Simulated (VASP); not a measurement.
# ZnSe (Stilleite) (F-43m) in VASP: notebook, part 2 of 2

VASP 6.6.1. The steps go on from the part before.

### Step 4. Single point, LDA (volume scaled by 0.96)

Input file INCAR:

```
SYSTEM = ZnSe
PREC = Accurate ; ENCUT = 520
EDIFF = 1E-6 ; ISMEAR = -1
SIGMA = 0.05 ; LREAL = .FALSE.
LASPH = .TRUE. ; NELM = 80
ALGO = Normal ; ISIF = 2
LWAVE = .FALSE. ; LCHARG = .TRUE.
GGA = CA ; LELF = .TRUE.
LVHAR = .TRUE. ; NBANDS = 16
```

Input file KPOINTS:

```
regular mesh
0
G
  8 8 8
  0 0 0
```

Input file POSCAR:

```
ZnSe
1.0
    0.0000000000      2.7955007105      2.7955007105
    2.7955007105      0.0000000000      2.7955007105
    2.7955007105      2.7955007105      0.0000000000
Se Zn
1 1
Direct
    0.7500000000      0.7500000000      0.7500000000
    0.0000000000      0.0000000000      0.0000000000
```

Potentials or basis: VASP PAW LDA potentials, release 64 (Se, Zn).

On the command line:

```console
$ cat potpaw_LDA.64/Se/POTCAR potpaw_LDA.64/Zn/POTCAR > POTCAR
$ mpirun -np 1 vasp_std > vasp.out
```

OUTCAR:

```text
SYSTEM = ZnSe
   PREC = Accurate
   ENCUT = 520
   EDIFF = 1E-6
   ISMEAR = -1
   LREAL = .FALSE.
   LASPH = .TRUE.
   NELM = 80
   ISIF = 2
   GGA = CA

 ion  position               nearest neighbor table
   1  0.750  0.750  0.750-   2 2.42   2 2.42   2 2.42   2 2.42
   2  0.000  0.000  0.000-   1 2.42   1 2.42   1 2.42   1 2.42

  LATTYP: Found a face centered cubic cell.
 ALAT       =     5.5910014210

  Lattice vectors:

 A1 = (   0.0000000000,   2.7955007105,   2.7955007105)
 A2 = (   2.7955007105,   0.0000000000,   2.7955007105)
 A3 = (   2.7955007105,   2.7955007105,   0.0000000000)

Analysis of symmetry for initial positions (statically):
=====================================================================
 Subroutine PRICEL returns:
 Original cell was already a primitive cell.

 Routine SETGRP: Setting up the symmetry group for a
 face centered cubic supercell.

 Subroutine GETGRP returns: Found 24 space group operations
 (whereof 24 operations were pure point group operations)
 out of a pool of 48 trial point group operations.

The static configuration has the point symmetry T_d .

Analysis of symmetry for dynamics (positions and initial velocities):
=====================================================================
 Subroutine PRICEL returns:
 Original cell was already a primitive cell.

 Routine SETGRP: Setting up the symmetry group for a
 face centered cubic supercell.

 Subroutine GETGRP returns: Found 24 space group operations
 (whereof 24 operations were pure point group operations)
 out of a pool of 48 trial point group operations.

The dynamic configuration has the point symmetry T_d .

 Subroutine INISYM returns: Found 24 space group operations
 (whereof 24 operations are pure point group operations),
 and found     1 'primitive' translations

[... 110 lines left out ...]
   EFERMI_NEDOS =   21; number of points for ismear=-14 and -15
   IALGO  =     38    algorithm
   IMIX   =      4    mixing-type and parameters
     AMIX     =   0.40;   BMIX     =  1.00
     AMIX_MAG =   1.60;   BMIX_MAG =  1.00
  volume/ion in A,a.u.               =      21.85       147.43
  Fermi-wavevector in a.u.,A,eV,Ry     =   1.218137  2.301945 20.189103  1.483857
  Thomas-Fermi vector in A             =   2.353433
   LORBIT       =      0    0 simple, 1 ext, 2 COOP (PROOUT), +10 PAW based schemes
   GGA     = CA    functional components
   LHFCALC =     F    Hartree Fock is set to
   AEXX    =    0.0000 exact exchange contribution
   IVDW    =     0    specifies the selected vdW correction
   LEPSILON=     F    determine dielectric tensor
   LRPA    =     F    only Hartree local field effects (RPA)
 non-spin polarized calculation
  energy-cutoff  :      520.00
  volume of cell :       43.69
 maximum number of plane-waves:      1243
 NGX is ok and might be reduce to    30
   NGX = 15   NGY = 15   NGZ = 15

 number of electron      17.9999988 magnetization

 Free energy of the ion-electron system (eV)
  ---------------------------------------------------
  ext. energy  EPLUGINS =         0.00000000
  ---------------------------------------------------
  free energy    TOTEN  =        -7.37146234 eV

  energy without entropy =       -7.37146229  energy(sigma->0) =       -7.37146232

 E-fermi :   2.5259     XC(G=0):  -9.8811

 val. band max:        1.8746732571   @ k =   0.0000   0.0000   0.0000
 cond. band min:       3.1112888830   @ k =   0.0000   0.0000   0.0000
 fundamental gap:      1.2366156259
 Fermi energy:         2.5259041080

 k-point     1 :       0.0000    0.0000    0.0000
  band No.  band energies     occupation
      1     -11.6849      2.00000
      2      -4.9590      2.00000
      3      -4.9590      2.00000
      4      -4.9590      2.00000
      5      -4.5624      2.00000
      6      -4.5624      2.00000
[... 433 lines left out ...]
      3      -4.8087      2.00000
      4      -4.6009      2.00000
      5      -4.5552      2.00000
      6      -4.3296      2.00000
[... 8 lines left out ...]
     15      14.6279      0.00000
     16      15.4912      0.00000

 [... further k-points ...]

------------------------ aborting loop because EDIFF is reached ----------------------------------------

  FORCE on cell =-STRESS in cart. coord.  units (eV):
  Direction    XX          YY          ZZ          XY          YZ          ZX
  --------------------------------------------------------------------------------------
  -------------------------------------------------------------------------------------
  Total       -0.1439096     -0.1439096     -0.1439096      0.0000000      0.0000000      0.0000000
  in kB       -5.2770539     -5.2770539     -5.2770539      0.0000000      0.0000000      0.0000000
  external PRESSURE =      -5.2770539 kB  Pullay stress =       0.0000000 kB

 VOLUME and BASIS-vectors are now :
 -----------------------------------------------------------------------------
  energy-cutoff  :      520.00
  volume of cell :       43.69
      direct lattice vectors                 reciprocal lattice vectors
     0.000000000  2.795500710  2.795500710    -0.178858835  0.178858835  0.178858835
     2.795500710  0.000000000  2.795500710     0.178858835 -0.178858835  0.178858835
     2.795500710  2.795500710  0.000000000     0.178858835  0.178858835 -0.178858835

 POSITION                                       TOTAL-FORCE (eV/Angst)
 -----------------------------------------------------------------------------------
      4.19325      4.19325      4.19325        -0.000000     -0.000000      0.000000
      0.00000      0.00000      0.00000         0.000000      0.000000      0.000000
 -----------------------------------------------------------------------------------
    total drift:                                0.000000      0.000000     -0.000000

  FREE ENERGIE OF THE ION-ELECTRON SYSTEM (eV)
  ---------------------------------------------------
  free  energy   TOTEN  =        -7.3714623384 eV

  energy  without entropy=       -7.3714622943  energy(sigma->0) =       -7.37146232
```

stdout:

```text
POSCAR found type information on POSCAR SeZn
 POSCAR found :  2 types and       2 ions
 scaLAPACK will be used
 LDA part: xc-table for (Slater(with rela. corr.)+CA(PZ))
 , standard interpolation
 POSCAR, INCAR and KPOINTS ok, starting setup
 FFT: planning ... GRIDC
 FFT: planning ... GRID_SOFT
 FFT: planning ... GRID
 WAVECAR not read
 entering main loop
```

Run time: 30 s. Hardware: 1 thread of Intel Xeon 8259CL, shared host; peak memory 0.16 GiB.

What came out:

| Item | Value |
| --- | --- |
| Free energy | -7.3715 eV |
| Pressure | -0.5 GPa |
| Band gap on the k mesh | 1.24 eV, direct |

### Step 5. Single point, LDA (volume scaled by 0.98)

Input file INCAR:

```
ALGO = Normal ; EDIFF = 1E-7
ENCUT = 520 ; GGA = CA
ISIF = 2 ; ISMEAR = -1
LASPH = T ; LCHARG = F
LREAL = F ; LWAVE = F
NBANDS = 16 ; NELM = 100
PREC = Accurate ; SIGMA = 0.05
```

Input file KPOINTS:

```
k-points
0
Gamma
  8 8 8
```

Input file POSCAR:

```
ZnSe
1.0
    0.0000000000      2.8147806350      2.8147806350
    2.8147806350      0.0000000000      2.8147806350
    2.8147806350      2.8147806350      0.0000000000
Se Zn
1 1
Direct
    0.7500000000      0.7500000000      0.7500000000
    0.0000000000      0.0000000000      0.0000000000
```

Potentials or basis: VASP PAW LDA potentials, release 64 (Se, Zn).

On the command line:

```console
$ cat potpaw_LDA.64/Se/POTCAR potpaw_LDA.64/Zn/POTCAR > POTCAR
$ mpirun -np 1 vasp_std > vasp.out
```

OUTCAR:

```text
EDIFF = 1E-7
   ENCUT = 520
   GGA = CA
   ISIF = 2
   ISMEAR = -1
   LASPH = T
   LREAL = F
   NELM = 100
   PREC = Accurate

 ion  position               nearest neighbor table
   1  0.750  0.750  0.750-   2 2.44   2 2.44   2 2.44   2 2.44
   2  0.000  0.000  0.000-   1 2.44   1 2.44   1 2.44   1 2.44

  LATTYP: Found a face centered cubic cell.
 ALAT       =     5.6295612700

  Lattice vectors:

[... 639 lines left out ...]
     16      15.2017      0.00000

 [... further k-points ...]

------------------------ aborting loop because EDIFF is reached ----------------------------------------

  FORCE on cell =-STRESS in cart. coord.  units (eV):
  Direction    XX          YY          ZZ          XY          YZ          ZX
  --------------------------------------------------------------------------------------
  -------------------------------------------------------------------------------------
  Total       -0.5238845     -0.5238845     -0.5238845     -0.0000000     -0.0000000     -0.0000000
  in kB      -18.8183895    -18.8183895    -18.8183895     -0.0000000     -0.0000000     -0.0000000
  external PRESSURE =     -18.8183895 kB  Pullay stress =       0.0000000 kB

 VOLUME and BASIS-vectors are now :
 -----------------------------------------------------------------------------
  energy-cutoff  :      520.00
  volume of cell :       44.60
      direct lattice vectors                 reciprocal lattice vectors
     0.000000000  2.814780635  2.814780635    -0.177633736  0.177633736  0.177633736
     2.814780635  0.000000000  2.814780635     0.177633736 -0.177633736  0.177633736
     2.814780635  2.814780635  0.000000000     0.177633736  0.177633736 -0.177633736

 POSITION                                       TOTAL-FORCE (eV/Angst)
 -----------------------------------------------------------------------------------
      4.22217      4.22217      4.22217        -0.000000     -0.000000     -0.000000
      0.00000      0.00000      0.00000         0.000000      0.000000      0.000000
 -----------------------------------------------------------------------------------
    total drift:                                0.000000      0.000000      0.000000

  FREE ENERGIE OF THE ION-ELECTRON SYSTEM (eV)
  ---------------------------------------------------
  free  energy   TOTEN  =        -7.3645877601 eV

  energy  without entropy=       -7.3645876613  energy(sigma->0) =       -7.36458771
```

OSZICAR:

```text
N       E                     dE             d eps       ncg     rms          rms(c)
DAV:   1     0.874134821910E+02    0.87413E+02   -0.88730E+03   928   0.131E+03
DAV:   2    -0.190933899738E+01   -0.89323E+02   -0.83222E+02  1064   0.257E+02
DAV:   3    -0.762413738642E+01   -0.57148E+01   -0.56913E+01  1112   0.628E+01
DAV:   4    -0.767267379728E+01   -0.48536E-01   -0.48531E-01  1168   0.634E+00
DAV:   5    -0.767290702758E+01   -0.23323E-03   -0.23323E-03  1152   0.389E-01    0.496E+00
DAV:   6    -0.739507625174E+01    0.27783E+00   -0.55255E-01  1352   0.249E+01    0.377E+00
DAV:   7    -0.736954477698E+01    0.25531E-01   -0.14702E-01  1168   0.370E+00    0.157E+00
DAV:   8    -0.736511563709E+01    0.44291E-02   -0.32232E-03  1368   0.749E-01    0.408E-01
DAV:   9    -0.736457702050E+01    0.53862E-03   -0.88921E-04  1072   0.244E-01    0.576E-02
DAV:  10    -0.736459489534E+01   -0.17875E-04   -0.11051E-04  1192   0.111E-01    0.171E-02
DAV:  11    -0.736458766703E+01    0.72283E-05   -0.15405E-05  1392   0.618E-02    0.406E-03
DAV:  12    -0.736458773665E+01   -0.69617E-07   -0.23430E-06  1080   0.107E-02    0.125E-03
DAV:  13    -0.736458776007E+01   -0.23422E-07   -0.64981E-08   768   0.206E-03
   1 F= -.73645878E+01 E0= -.73645877E+01  d E =-.987589E-07
```

stdout:

```text
POSCAR found type information on POSCAR SeZn
 POSCAR found :  2 types and       2 ions
 scaLAPACK will be used
 LDA part: xc-table for (Slater(with rela. corr.)+CA(PZ))
 , standard interpolation
 POSCAR, INCAR and KPOINTS ok, starting setup
 FFT: planning ... GRIDC
 FFT: planning ... GRID_SOFT
 FFT: planning ... GRID
 WAVECAR not read
 entering main loop
```

It took 34 s on 1 thread of Intel Xeon 8259CL, shared host; peak memory 0.16 GiB.

Results:

```
Free energy            : -7.3646 eV
Pressure               : -1.9 GPa
Band gap on the k mesh : 1.15 eV, direct
```

### Step 6. Single point, PBEsol (volume scaled by 0.96)

Input file INCAR:

```
PREC = Accurate
ENCUT = 520
EDIFF = 1E-7
ISMEAR = -1
SIGMA = 0.05
LREAL = F
LASPH = T
NELM = 60
ALGO = Normal
ISIF = 2
LWAVE = F
LCHARG = T
GGA = PS
LELF = T
LVHAR = T
NBANDS = 16
```

Input file KPOINTS:

```
regular mesh
0
Gamma
  8 8 8
```

Input file POSCAR:

```
ZnSe
1.0
    0.0000000000      2.7955007105      2.7955007105
    2.7955007105      0.0000000000      2.7955007105
    2.7955007105      2.7955007105      0.0000000000
Se Zn
1 1
Direct
    0.7500000000      0.7500000000      0.7500000000
    0.0000000000      0.0000000000      0.0000000000
```

Potentials or basis: VASP PAW PBE potentials, release 64 (Se, Zn).

On the command line:

```console
$ cat potpaw_PBE.64/Se/POTCAR potpaw_PBE.64/Zn/POTCAR > POTCAR
$ mpirun -np 1 vasp_std > vasp.out
```

OUTCAR:

```text
PREC = Accurate
   ENCUT = 520
   EDIFF = 1E-7
   ISMEAR = -1
   LREAL = F
   LASPH = T
   NELM = 60
   ISIF = 2
   GGA = PS

 ion  position               nearest neighbor table
   1  0.750  0.750  0.750-   2 2.42   2 2.42   2 2.42   2 2.42
   2  0.000  0.000  0.000-   1 2.42   1 2.42   1 2.42   1 2.42

  LATTYP: Found a face centered cubic cell.
 ALAT       =     5.5910014210

  Lattice vectors:

[... 639 lines left out ...]
     16      15.4955      0.00000

 [... further k-points ...]

------------------------ aborting loop because EDIFF is reached ----------------------------------------

  FORCE on cell =-STRESS in cart. coord.  units (eV):
  Direction    XX          YY          ZZ          XY          YZ          ZX
  --------------------------------------------------------------------------------------
  -------------------------------------------------------------------------------------
  Total        0.5060063      0.5060063      0.5060063     -0.0000000      0.0000000     -0.0000000
  in kB       18.5548621     18.5548621     18.5548621     -0.0000000      0.0000000     -0.0000000
  external PRESSURE =      18.5548621 kB  Pullay stress =       0.0000000 kB

 VOLUME and BASIS-vectors are now :
 -----------------------------------------------------------------------------
  energy-cutoff  :      520.00
  volume of cell :       43.69
      direct lattice vectors                 reciprocal lattice vectors
     0.000000000  2.795500710  2.795500710    -0.178858835  0.178858835  0.178858835
     2.795500710  0.000000000  2.795500710     0.178858835 -0.178858835  0.178858835
     2.795500710  2.795500710  0.000000000     0.178858835  0.178858835 -0.178858835

 POSITION                                       TOTAL-FORCE (eV/Angst)
 -----------------------------------------------------------------------------------
      4.19325      4.19325      4.19325        -0.000000     -0.000000     -0.000000
      0.00000      0.00000      0.00000         0.000000      0.000000      0.000000
 -----------------------------------------------------------------------------------
    total drift:                               -0.000001     -0.000001     -0.000001

  FREE ENERGIE OF THE ION-ELECTRON SYSTEM (eV)
  ---------------------------------------------------
  free  energy   TOTEN  =        -6.7665559428 eV

  energy  without entropy=       -6.7665559251  energy(sigma->0) =       -6.76655593
```

OSZICAR:

```text
N       E                     dE             d eps       ncg     rms          rms(c)
DAV:   1     0.875737399932E+02    0.87574E+02   -0.86979E+03   928   0.132E+03
DAV:   2    -0.138543882088E+01   -0.88959E+02   -0.82938E+02  1008   0.254E+02
DAV:   3    -0.702770524306E+01   -0.56423E+01   -0.56170E+01  1136   0.621E+01
DAV:   4    -0.707316027351E+01   -0.45455E-01   -0.45449E-01  1120   0.587E+00
DAV:   5    -0.707336079803E+01   -0.20052E-03   -0.20052E-03  1192   0.366E-01    0.504E+00
DAV:   6    -0.678962852732E+01    0.28373E+00   -0.63459E-01  1240   0.278E+01    0.389E+00
DAV:   7    -0.676948299157E+01    0.20146E-01   -0.17060E-01  1104   0.395E+00    0.170E+00
DAV:   8    -0.676672729210E+01    0.27557E-02   -0.41775E-03  1240   0.713E-01    0.438E-01
DAV:   9    -0.676651429875E+01    0.21299E-03   -0.87018E-04  1112   0.315E-01    0.641E-02
DAV:  10    -0.676656401849E+01   -0.49720E-04   -0.20883E-04  1200   0.172E-01    0.214E-02
DAV:  11    -0.676655573195E+01    0.82865E-05   -0.32934E-05  1248   0.765E-02    0.500E-03
DAV:  12    -0.676655587718E+01   -0.14523E-06   -0.50932E-06  1120   0.151E-02    0.239E-03
DAV:  13    -0.676655594281E+01   -0.65626E-07   -0.21862E-07  1192   0.370E-03
   1 F= -.67665559E+01 E0= -.67665559E+01  d E =-.176702E-07
```

It took 40 s on 1 thread of Intel Xeon 8259CL, shared host; peak memory 0.18 GiB.

What came out:

```yaml
Free_energy: -6.7666 eV
Pressure: 1.9 GPa
Band_gap_on_the_k_mesh: 1.33 eV, direct
```

Levels at points of the mesh, in eV from the valence-band top:
| k point | band 7 | band 8 | band 9 | band 10 | band 11 | band 12 |
| --- | --- | --- | --- | --- | --- | --- |
| (0.00, 0.00, 0.00) | 0.00 | 0.00 | 0.00 | 1.33 | 5.72 | 5.72 |
| (0.50, 0.00, 0.00) | -5.55 | -0.94 | -0.94 | 2.51 | 6.29 | 6.29 |
| (0.50, 0.50, 0.00) | -4.97 | -2.36 | -2.36 | 2.74 | 3.36 | 10.92 |

Caveat: the PAW data sets were made with another functional, which shifts forces and pressure a little.

### Step 7. Summary

| level | potentials or basis | cell | gap on the mesh (eV) | pressure (GPa) |
| --- | --- | --- | --- | --- |
| LDA | VASP PAW LDA potentials, release 64 (Se, Zn) | a = 3.926 Å, angles 60.0°, 2 atoms | 1.33 | 1.0 |
| PBEsol | VASP PAW PBE potentials, release 64 (Se, Zn) | a = 3.926 Å, angles 60.0°, 2 atoms | 1.42 | 3.5 |
| LDA | VASP PAW LDA potentials, release 64 (Se, Zn) | a = 3.953 Å, angles 60.0°, 2 atoms | 1.24 | -0.5 |
| LDA | VASP PAW LDA potentials, release 64 (Se, Zn) | a = 3.981 Å, angles 60.0°, 2 atoms | 1.15 | -1.9 |
| PBEsol | VASP PAW PBE potentials, release 64 (Se, Zn) | a = 3.953 Å, angles 60.0°, 2 atoms | 1.33 | 1.9 |

Alike in all rows: task single point; no spin polarisation; k mesh 8 × 8 × 8; cutoff (eV) 520; smearing fermi-dirac 0.05 eV.

Caveats: the PAW data sets were made with another functional, which shifts forces and pressure a little (some runs).

Absolute energies hang on the potentials; compare differences alone.
